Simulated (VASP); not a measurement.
# Sn3TeO2 (P4/mmm) in VASP: notebook

Sn3TeO2 is run at these levels: PBE; tasks: relaxation of cell and atoms, single point.

Everything below comes from runs of VASP 6.6.1. Logs are shortened: lines on timing, memory, paths and dates and some standing lists are left out, and cuts for length are marked.

### Step 1. The cell of the first run

It takes space group P4/mmm (No. 123, tetragonal). The conventional cell has a = 3.504 Å, b = 3.504 Å, c = 10.476 Å, α = 90.00°, β = 90.00°, γ = 90.00°. Within 3.9 Å of Sn (site symmetry 4mm) lie 4 O at 2.94 Å and 4 Te at 3.14 Å and 6 Sn at 3.31 to 3.85 Å. Sn (site symmetry 4/mmm) has 8 O at 3.03 Å and 6 Sn at 3.31 to 3.50 Å within 4.0 Å. Within 4.1 Å of Te (site symmetry 4/mmm) lie 8 Sn at 3.14 Å and 2 O at 3.50 Å and 4 Te at 3.50 Å. Within 3.9 Å of O (site symmetry 4mm) lie 8 Sn at 2.94 to 3.03 Å and 5 O at 3.47 to 3.50 Å and 1 Te at 3.50 Å.

The cell was built from a structure type or drawn by symmetry, and may not be a known phase.

### Step 2. Relaxation of cell and atoms, PBE

INCAR reads:

```
SYSTEM = Sn3TeO2
PREC = Accurate ; ENCUT = 600
EDIFF = 1E-6 ; ISMEAR = 0
SIGMA = 0.1 ; LREAL = .False.
LASPH = .True. ; NELM = 60
ALGO = Normal ; ISIF = 3
LWAVE = .False. ; LCHARG = .False.
GGA = PE ; IBRION = 2
NSW = 90 ; EDIFFG = -0.04
```

KPOINTS reads:

```
Automatic mesh
0
Gamma
  6 6 2
  0 0 0
```

POSCAR reads:

```
Sn3TeO2
1.0
    3.5040037900      0.0000000000      0.0000000000
    0.0000000000      3.5040037900      0.0000000000
    0.0000000000      0.0000000000     10.4759489900
Sn Te O
3 1 2
Direct
    0.5000000000      0.5000000000      0.1837450000
    0.5000000000      0.5000000000      0.5000000000
    0.5000000000      0.5000000000      0.8162550000
    0.0000000000      0.0000000000      0.0000000000
    0.0000000000      0.0000000000      0.3342649900
    0.0000000000      0.0000000000      0.6657350100
```

Potentials or basis: VASP PAW PBE potentials, release 64 (Sn_d, Te, O).

Launch:

```
$ cat potpaw_PBE.64/Sn_d/POTCAR potpaw_PBE.64/Te/POTCAR potpaw_PBE.64/O/POTCAR > POTCAR
$ mpirun -np 1 vasp_std > vasp.out
```

OUTCAR:

```text
SYSTEM = Sn3TeO2
   PREC = Accurate
   ENCUT = 600
   EDIFF = 1E-6
   ISMEAR = 0
   LREAL = .False.
   LASPH = .True.
   NELM = 60
   ISIF = 3
   GGA = PE
   IBRION = 2
   NSW = 90
   EDIFFG = -0.04

 ion  position               nearest neighbor table
   1  0.500  0.500  0.184-   4 3.14   4 3.14   4 3.14   4 3.14   2 3.31
   2  0.500  0.500  0.500-   1 3.31   3 3.31
   3  0.500  0.500  0.816-   4 3.14   4 3.14   4 3.14   4 3.14   2 3.31
   4  0.000  0.000  0.000-   1 3.14   3 3.14   1 3.14   3 3.14   1 3.14   3 3.14   1 3.14   3 3.14

   5  0.000  0.000  0.334-
   6  0.000  0.000  0.666-

  LATTYP: Found a simple tetragonal cell.
 ALAT       =     3.5040037900
 C/A-ratio  =     2.9897082360

  Lattice vectors:

 A1 = (   3.5040037900,   0.0000000000,   0.0000000000)
 A2 = (   0.0000000000,   3.5040037900,   0.0000000000)
 A3 = (   0.0000000000,   0.0000000000,  10.4759489900)

Analysis of symmetry for initial positions (statically):
=====================================================================
 Subroutine PRICEL returns:
 Original cell was already a primitive cell.

 Routine SETGRP: Setting up the symmetry group for a
 simple tetragonal supercell.

 Subroutine GETGRP returns: Found 16 space group operations
 (whereof 16 operations were pure point group operations)
 out of a pool of 16 trial point group operations.

The static configuration has the point symmetry D_4h.

Analysis of symmetry for dynamics (positions and initial velocities):
=====================================================================
 Subroutine PRICEL returns:
 Original cell was already a primitive cell.

 Routine SETGRP: Setting up the symmetry group for a
 simple tetragonal supercell.

 Subroutine GETGRP returns: Found 16 space group operations
 (whereof 16 operations were pure point group operations)
 out of a pool of 16 trial point group operations.

The dynamic configuration has the point symmetry D_4h.

 Subroutine INISYM returns: Found 16 space group operations
 (whereof 16 operations are pure point group operations),
 and found     1 'primitive' translations

----------------------------------------------------------------------------------------

                                     Primitive cell

  volume of cell :     128.6241

  direct lattice vectors                    reciprocal lattice vectors
     3.504003790  0.000000000  0.000000000     0.285387819  0.000000000  0.000000000
     0.000000000  3.504003790  0.000000000     0.000000000  0.285387819  0.000000000
     0.000000000  0.000000000 10.475948990     0.000000000  0.000000000  0.095456746

  length of vectors
     3.504003790  3.504003790 10.475948990     0.285387819  0.285387819  0.095456746

  position of ions in fractional coordinates (direct lattice)
     0.500000000  0.500000000  0.183745000
     0.500000000  0.500000000  0.500000000
     0.500000000  0.500000000  0.816255000
     0.000000000  0.000000000  0.000000000
     0.000000000  0.000000000  0.334264990
     0.000000000  0.000000000  0.665735010

  ion indices of the primitive-cell ions
   primitive index   ion index
                 1           1
                 2           2
                 3           3
                 4           4
                 5           5
                 6           6

----------------------------------------------------------------------------------------

 KPOINTS: Automatic mesh

Automatic generation of k-mesh.
 Grid dimensions read from file:
 generate k-points for:    6    6    2

 Generating k-lattice:

  Cartesian coordinates                     Fractional coordinates (reciprocal lattice)
     0.047564637  0.000000000  0.000000000     0.166666667  0.000000000  0.000000000
     0.000000000  0.047564637  0.000000000     0.000000000  0.166666667  0.000000000
     0.000000000  0.000000000  0.047728373     0.000000000  0.000000000  0.500000000

  Length of vectors
     0.047564637  0.047564637  0.047728373

  Shift w.r.t. Gamma in fractional coordinates (k-lattice)
     0.000000000  0.000000000  0.000000000

 Subroutine IBZKPT returns following result:
 ===========================================

 Found     20 irreducible k-points:

 Following reciprocal coordinates:
            Coordinates               Weight
  0.000000  0.000000  0.000000      1.000000
  0.166667  0.000000  0.000000      4.000000
  0.333333  0.000000  0.000000      4.000000
  0.500000  0.000000  0.000000      2.000000
  0.166667  0.166667  0.000000      4.000000
  0.333333  0.166667  0.000000      8.000000
[... 12 lines left out ...]
  0.500000  0.333333  0.500000      4.000000
  0.500000  0.500000  0.500000      1.000000
   k-points           NKPTS =     20   k-points in BZ     NKDIM =     20   number of bands    NBANDS=     36
   number of dos      NEDOS =    301   number of ions     NIONS =      6
   total plane-waves  NPLWV =  65856
   dimension x,y,z NGX =    28 NGY =   28 NGZ =   84
   dimension x,y,z NGXF=    56 NGYF=   56 NGZF=  168
   ions per type =               3   1   2
   NGX,Y,Z   is equivalent  to a cutoff of  13.28, 13.28, 13.33 a.u.
   NGXF,Y,Z  is equivalent  to a cutoff of  26.57, 26.57, 26.66 a.u.
 SYSTEM =  Sn3TeO2
   PREC   = accura    normal or accurate (medium, high low for compatibility)
   ISTART =      0    job   : 0-new  1-cont  2-samecut
   ICHARG =      2    charge: 1-file 2-atom 10-const
   ISPIN  =      1    spin polarized calculation?
   LNONCOLLINEAR =      F non collinear calculations
   LSORBIT =      F    spin-orbit coupling
   LASPH  =      T    aspherical Exc in radial PAW
   ENCUT  =  600.0 eV  44.10 Ry    6.64 a.u.   7.00  7.00 20.92*2*pi/ulx,y,z
   NELM   =     60;   NELMIN=  2; NELMDL= -5     # of ELM steps
   EDIFF  = 0.1E-05   stopping-criterion for ELM
   LREAL  =      F    real-space projection
   EDIFFG = -.4E-01   stopping-criterion for IOM
   NSW    =     90    number of steps for IOM
   IBRION =      2    ionic relax: 0-MD 1-quasi-New 2-CG
   NFREE  =      1    steps in history (QN), initial steepest desc. (CG)
   ISIF   =      3    stress and relaxation
   ISYM   =      2    0-nonsym 1-usesym 2-fastsym
   POTIM  = 0.5000    time-step for ionic-motion
   TEBEG  =    0.0;   TEEND  =   0.0 temperature during run
   PSTRESS=    0.0 pullay stress
   NELECT =      60.0000    total number of electrons
   NUPDOWN=      -1.0000    fix difference up-down
   EMIN   =  10.00;   EMAX   =-10.00  energy-range for DOS
   EFERMI =   0.00;   METHOD = LEGACY
   ISMEAR =     0;   SIGMA  =   0.10  broadening in eV -4-tet -1-fermi 0-gaus
   EFERMI_NEDOS =   21; number of points for ismear=-14 and -15
   IALGO  =     38    algorithm
   IMIX   =      4    mixing-type and parameters
     AMIX     =   0.40;   BMIX     =  1.00
     AMIX_MAG =   1.60;   BMIX_MAG =  1.00
  volume/ion in A,a.u.               =      21.44       144.67
  Fermi-wavevector in a.u.,A,eV,Ry     =   1.269651  2.399293 21.932783  1.612014
  Thomas-Fermi vector in A             =   2.402681
   LORBIT       =      0    0 simple, 1 ext, 2 COOP (PROOUT), +10 PAW based schemes
   GGA     = PE    functional components
   LHFCALC =     F    Hartree Fock is set to
   AEXX    =    0.0000 exact exchange contribution
   IVDW    =     0    specifies the selected vdW correction
   LEPSILON=     F    determine dielectric tensor
   LRPA    =     F    only Hartree local field effects (RPA)
 conjugate gradient relaxation of ions
 non-spin polarized calculation
 Gauss-broadening in eV      SIGMA  =   0.10
  energy-cutoff  :      600.00
  volume of cell :      128.62
 maximum number of plane-waves:      4324
 NGX is ok and might be reduce to    28
   NGX = 13   NGY = 13   NGZ = 41

--------------------------------------- Ionic step        1  -------------------------------------------

 number of electron      60.0000007 magnetization

 Free energy of the ion-electron system (eV)
  ---------------------------------------------------
  ext. energy  EPLUGINS =         0.00000000
  ---------------------------------------------------
  free energy    TOTEN  =       -24.99400026 eV

  energy without entropy =      -24.98213486  energy(sigma->0) =      -24.98806756

------------------------ aborting loop because EDIFF is reached ----------------------------------------

  FORCE on cell =-STRESS in cart. coord.  units (eV):
  Direction    XX          YY          ZZ          XY          YZ          ZX
  --------------------------------------------------------------------------------------
  -------------------------------------------------------------------------------------
  Total       -2.7151073     -2.7151073     -1.7919867      0.0000000      0.0000000      0.0000000
  in kB      -33.8201140    -33.8201140    -22.3214737      0.0000000      0.0000000      0.0000000
  external PRESSURE =     -29.9872339 kB  Pullay stress =       0.0000000 kB
[... 101 lines left out ...]
  FREE ENERGIE OF THE ION-ELECTRON SYSTEM (eV)
  ---------------------------------------------------
  free  energy   TOTEN  =       -25.6942618948 eV

  energy  without entropy=      -25.6806589358  energy(sigma->0) =      -25.68746042

 E-fermi :   6.5545     XC(G=0):  -9.9910

 val. band max:        6.5414120115   @ k =   0.3333   0.0000   0.5000
 cond. band min:       6.7207680611   @ k =   0.1667   0.1667   0.0000
 fundamental gap:      0.1793560496
 Fermi energy:         6.5545063810

 k-point     1 :       0.0000    0.0000    0.0000
  band No.  band energies     occupation
      1     -15.2016      2.00000
      2     -15.2015      2.00000
      3     -15.1842      2.00000
      4     -15.1413      2.00000
      5     -15.1192      2.00000
      6     -15.0914      2.00000
[... 769 lines left out ...]
     35       9.0900      0.00000
     36       9.4209      0.00000

[... ionic steps 4 to 34 ...]

--------------------------------------- Ionic step       35  -------------------------------------------

 number of electron      59.9999959 magnetization

------------------------ aborting loop because EDIFF is reached ----------------------------------------

  FORCE on cell =-STRESS in cart. coord.  units (eV):
  Direction    XX          YY          ZZ          XY          YZ          ZX
  --------------------------------------------------------------------------------------
  -------------------------------------------------------------------------------------
  Total       -0.3055715     -0.3055715     -0.0158195      0.0000000     -0.0000000     -0.0000000
  in kB       -3.7257222     -3.7257222     -0.1928810      0.0000000     -0.0000000     -0.0000000
  external PRESSURE =      -2.5481085 kB  Pullay stress =       0.0000000 kB
[... 65 lines left out ...]
  energy  without entropy=      -26.8724802862  energy(sigma->0) =      -26.87672897

--------------------------------------- Ionic step       37  -------------------------------------------

 number of electron      59.9999964 magnetization

 Free energy of the ion-electron system (eV)
  ---------------------------------------------------
  ext. energy  EPLUGINS =         0.00000000
  ---------------------------------------------------
  free energy    TOTEN  =       -26.88348921 eV

  energy without entropy =      -26.87426062  energy(sigma->0) =      -26.87887491

 E-fermi :   6.7995     XC(G=0): -10.0911

 val. band max:        6.7652775327   @ k =   0.0000   0.0000   0.5000
 cond. band min:       6.8454580498   @ k =   0.3333   0.0000   0.5000
 fundamental gap:      0.0801805171
 Fermi energy:         6.7994619063

 k-point     1 :       0.0000    0.0000    0.0000
  band No.  band energies     occupation
      1     -14.9916      2.00000
      2     -14.9463      2.00000
      3     -14.9462      2.00000
      4     -14.9118      2.00000
      5     -14.8716      2.00000
      6     -14.8683      2.00000
[... 802 lines left out ...]
  FREE ENERGIE OF THE ION-ELECTRON SYSTEM (eV)
  ---------------------------------------------------
  free  energy   TOTEN  =       -26.8834892117 eV

  energy  without entropy=      -26.8742606182  energy(sigma->0) =      -26.87887491

 reached required accuracy - stopping structural energy minimisation
```

It took 31 min on 1 thread of Intel Xeon Platinum 8488C (Sapphire Rapids), shared host; peak memory 0.33 GiB.

Results:

```yaml
Free_energy: -26.8835 eV
Relaxed_volume: 21.84 Å³/atom
Relaxed_cell: a = 3.134 Å, b = 3.134 Å, c = 13.341 Å, α = 90.00°, β = 90.00°, γ = 90.00°
Space_group_after_relaxing_to_0.1_Å: P4/mmm (No. 123)
Energy_gained_by_relaxing: 314.9 meV/atom
Ionic_steps: 37
Pressure_after_relaxing: 0.1 GPa
Largest_force_after_relaxing: 0.036 eV/Å
Band_gap_on_the_k_mesh: zero (bands 30 and 31 overlap by 2.73 eV)
```

Forces in eV/Å, atoms in the order of the input:
```
Sn   0.000  0.000  0.033
Sn   0.000  0.000  0.000
Sn   0.000  0.000 -0.033
Te   0.000  0.000  0.000
O    0.000  0.000 -0.036
O    0.000  0.000  0.036
```

The path:
```csv
step,energy change (eV),largest force (eV/Å),pressure (GPa),volume (Å³)
1,0.0000,2.0625,-3.00,128.62
2,-0.4704,1.6640,-0.48,121.30
3,-0.7003,1.1106,3.67,113.80
4,-0.7102,0.9422,5.31,111.59
5,-1.0040,0.4834,2.72,114.94
6,-1.1611,0.4374,0.12,120.63
7,-1.1648,0.3611,0.28,120.04
8,-1.2239,0.1299,-0.44,120.96
9,-1.2447,0.0986,-1.00,121.66
10,-1.2438,0.3700,-1.95,122.91
11,-1.2503,0.2135,-1.42,122.20
12,-1.2800,0.3930,0.69,118.49
13,-1.2807,0.4248,1.11,117.80
14,-1.3067,0.5530,1.62,117.11
15,-1.3611,0.5681,3.73,114.90
16,-1.3779,0.5688,3.69,115.13
17,-1.4241,0.5696,3.85,115.79
18,-1.4802,0.5068,4.58,117.02
19,-1.4671,0.2249,7.26,119.11
20,-1.4962,0.4561,5.49,117.84
21,-1.6063,0.5175,3.82,121.42
22,-1.7689,0.4470,-0.28,132.49
23,-1.7696,0.4400,-0.45,133.05
24,-1.7884,0.3748,-0.31,132.98
25,-1.8249,0.1875,0.11,132.74
26,-1.8186,0.4305,0.83,132.17
27,-1.8340,0.2723,0.47,132.49
28,-1.8402,0.2130,-0.23,133.54
29,-1.8406,0.1875,-0.53,134.01
30,-1.8475,0.1763,-0.48,133.66
31,-1.8648,0.1373,-0.30,132.59
32,-1.8822,0.0544,0.16,130.47
33,-1.8828,0.0334,0.28,129.97
34,-1.8882,0.0680,-0.18,131.20
35,-1.8883,0.0739,-0.25,131.41
36,-1.8870,0.0200,0.61,130.52
37,-1.8895,0.0356,0.12,131.04
```

Final structure:
```
CELL_PARAMETERS angstrom
3.13400 0.00000 0.00000
0.00000 3.13400 0.00000
0.00000 0.00000 13.34149
ATOMIC_POSITIONS crystal
Sn 0.50000 0.50000 0.23141
Sn 0.50000 0.50000 0.50000
Sn 0.50000 0.50000 0.76859
Te 0.00000 0.00000 0.00000
O 0.00000 0.00000 0.29874
O 0.00000 0.00000 0.70126
```

Levels at points of the mesh, in eV from the Fermi level:
| k point | band 28 | band 29 | band 30 | band 31 | band 32 | band 33 |
| --- | --- | --- | --- | --- | --- | --- |
| (0.00, 0.00, 0.00) | -1.94 | 0.57 | 0.72 | 2.31 | 2.31 | 3.12 |
| (0.50, 0.00, 0.00) | -2.28 | -1.81 | -1.21 | 1.02 | 1.15 | 1.78 |
| (0.50, 0.50, 0.00) | -2.72 | -2.69 | -0.89 | -0.89 | 0.05 | 1.52 |
| (0.00, 0.00, 0.50) | -1.86 | -0.03 | 1.83 | 2.31 | 2.31 | 2.39 |
| (0.50, 0.00, 0.50) | -1.99 | -1.52 | -1.52 | 0.82 | 1.04 | 2.06 |
| (0.50, 0.50, 0.50) | -2.75 | -2.66 | -0.89 | -0.89 | 0.05 | 1.09 |

Caveat: a cell axis changed by over 15 % at a fixed basis, so the end point is rough; spin-orbit coupling is left out, which moves the levels of the heavy elements.

### Step 3. Single point, PBE

This run uses another cell than the first one, of 22.15 Å³/atom.

INCAR reads:

```
PREC = Accurate ; ENCUT = 520
EDIFF = 1E-6 ; ISMEAR = 0
SIGMA = 0.1 ; LREAL = False
LASPH = True ; NELM = 80
ALGO = Normal ; ISIF = 2
LWAVE = False ; LCHARG = False
GGA = PE ; NBANDS = 39
```

KPOINTS reads:

```
Automatic mesh
0
Gamma
  12 12 4
```

POSCAR reads:

```
Sn3TeO2
1.0
    3.1309184677      0.0000000000      0.0000000000
    0.0000000000      3.1309184677      0.0000000000
    0.0000000000      0.0000000000     13.5554038015
Sn Te O
3 1 2
Direct
    0.5000000000      0.5000000000      0.2323792806
    0.5000000000      0.5000000000      0.5000000000
    0.5000000000      0.5000000000      0.7676207194
    0.0000000000      0.0000000000      0.0000000000
    0.0000000000      0.0000000000      0.2998694984
    0.0000000000      0.0000000000      0.7001305016
```

Potentials or basis: VASP PAW PBE potentials, release 64 (Sn_d, Te, O).

Launch:

```
$ cat potpaw_PBE.64/Sn_d/POTCAR potpaw_PBE.64/Te/POTCAR potpaw_PBE.64/O/POTCAR > POTCAR
$ mpirun -np 1 vasp_std > vasp.out
```

It took 5.8 min on 1 thread of Intel Xeon Platinum 8488C (Sapphire Rapids), shared host; peak memory 0.5 GiB.

It converged, with:

```yaml
Free_energy: -27.0546 eV
Pressure: 0.0 GPa
Largest_force: 0.020 eV/Å
Band_gap_on_the_k_mesh: zero (bands 30 and 31 overlap by 2.61 eV)
```

Forces on the atoms (eV/Å):
```
Sn   0.000  0.000 -0.020
Sn   0.000  0.000  0.000
Sn   0.000  0.000  0.020
Te   0.000  0.000  0.000
O    0.000  0.000  0.019
O    0.000  0.000 -0.019
```

Stress tensor (GPa, compression positive):
```
 0.05  0.00  0.00
 0.00  0.05  0.00
 0.00  0.00 -0.07
```

Levels at points of the mesh, in eV from the Fermi level:
```tsv
k point	band 27	band 28	band 29	band 30	band 31	band 32	band 33	band 34
(0.00, 0.00, 0.00)	-3.13	-2.01	0.45	0.58	2.51	2.51	2.87	6.16
(0.50, 0.00, 0.00)	-2.55	-2.30	-1.73	-1.33	0.97	1.05	1.66	3.73
(0.50, 0.50, 0.00)	-2.84	-2.76	-2.75	-0.94	-0.94	0.20	1.56	2.00
(0.00, 0.00, 0.50)	-3.21	-1.91	-0.15	1.66	2.19	2.51	2.51	6.15
(0.50, 0.00, 0.50)	-2.55	-2.02	-1.63	-1.50	0.74	1.00	1.93	3.45
(0.50, 0.50, 0.50)	-2.82	-2.79	-2.72	-0.95	-0.95	0.20	1.20	2.25
```

Caveat: spin-orbit coupling is left out, which moves the levels of the heavy elements.

(Part 1 of 2 ends here.)
